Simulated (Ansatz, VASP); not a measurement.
AlNi3 in VASP and in Ansatz

INCAR

```
  PREC = Accurate
  ENCUT = 520
  EDIFF = 1E-7
  ISMEAR = -1
  SIGMA = 0.05
  LREAL = F
  LASPH = T
  NELM = 150
  ALGO = Normal
  ISIF = 2
  LWAVE = F
  LCHARG = T
  ISPIN = 2
  MAGMOM = 1 1 1 0
  LORBIT = 11
  LMAXMIX = 4
  GGA = PE
  LELF = T
  LVHAR = T
  NBANDS = 28
```

Contents of KPOINTS:

```
regular mesh
0
Gamma
  8 8 8
```

POSCAR

```
AlNi3
1.0
    3.5921517734      0.0000000000      0.0000000000
    0.0000000000      3.5921517734      0.0000000000
    0.0000000000      0.0000000000      3.5921517734
Ni Al
3 1
Direct
    0.5000000000      0.5000000000      0.0000000000
    0.5000000000      0.0000000000      0.5000000000
    0.0000000000      0.5000000000      0.5000000000
    0.0000000000      0.0000000000      0.0000000000
```

File input.yaml:

```yaml
crystal:
  lattice:
    - [3.5921517734, 0.0, 0.0]
    - [0.0, 3.5921517734, 0.0]
    - [0.0, 0.0, 3.5921517734]
  atoms:
    - { symbol: Ni, position: [0.5, 0.5, 0.0], spin: 1.0 }
    - { symbol: Ni, position: [0.5, 0.0, 0.5], spin: 1.0 }
    - { symbol: Ni, position: [0.0, 0.5, 0.5], spin: 1.0 }
    - { symbol: Al, position: [0.0, 0.0, 0.0] }
hamiltonian:
  xc: pbe
  pseudopotentials: { kind: paw }
magnetization:
  spin_polarized: true
kpoints:
  mp_grid: { grid: [8, 8, 8] }
scf:
  occupations: { method: fermi_dirac, width: 0.05 }
output:
  forces: true
  stress: true
  eigenvalues: true
  write_density: true
  write_potential: true
  elf: true
  volumetric_format: npy
```

Alike in both runs: task single point; functional PBE; k mesh 8 × 8 × 8; occupations fermi-dirac, width 0.05 eV; collinear spin.

```csv
,VASP,Ansatz
version,VASP 6.6.1,Ansatz 0.2.0
potentials or method,"VASP PAW PBE potentials, release 64 (Ni, Al)",Ansatz PAW
plane-wave cutoff (eV),520,420
valence electrons in the cell,33,57
```

|  | VASP | Ansatz | Ansatz less VASP |
| --- | --- | --- | --- |
| gap on the k mesh at the Fermi level (eV) | none | none | - |
| pressure (GPa) | -3.6 | -3.6 | -0.08 |
| net moment per atom (μB) | 0.18 | 0.19 | +0.008 |
| size of the moment on the site where the two differ most (μB) | 0.25 | 0.28 | +0.021 |

Site moments also hang on the region over which each program counts them. A gap of «none» marks a metal or a gap that the smearing closes. VASP's potentials hold 33 valence electrons a cell and Ansatz's 57, so a difference there can come from the potentials and not from the codes.
